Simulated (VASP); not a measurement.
Here is a VASP 6.6.1 calculation.

INCAR

```
SYSTEM = TiAl3
ALGO = Fast
EDIFF = 1E-7
ENCUT = 520
GGA = PS
ISIF = 2
ISMEAR = -1
LASPH = .True.
LCHARG = .False.
LREAL = .False.
LWAVE = .False.
NBANDS = 18
NELM = 80
PREC = Accurate
SIGMA = 0.05
```

KPOINTS

```
k-points
0
Gamma
  10 10 10
  0 0 0
```

POSCAR

```
TiAl3
1.0
   -1.8832553944      1.8832553944      4.2124962065
    1.8832553944     -1.8832553944      4.2124962065
    1.8832553944      1.8832553944     -4.2124962065
Ti Al
1 3
Direct
    0.0000000000      0.0000000000      0.0000000000
    0.2500000000      0.7500000000      0.5000000000
    0.7500000000      0.2500000000      0.5000000000
    0.5000000000      0.5000000000      0.0000000000
```

Potentials or basis: VASP PAW PBE potentials, release 64 (Ti_sv, Al).

Launch:

```bash
$ cat potpaw_PBE.64/Ti_sv/POTCAR potpaw_PBE.64/Al/POTCAR > POTCAR
$ mpirun -np 1 vasp_std > vasp.out
```

Task: What does it give for the pressure?

Result: 5.1 GPa.

Task: Estimate the band gap on the k mesh.

Result: Zero (an odd number of electrons rules out a gap without spin polarisation).

Caveat: the cell stands under pressure; the PAW data sets were made with another functional, which shifts forces and pressure a little.
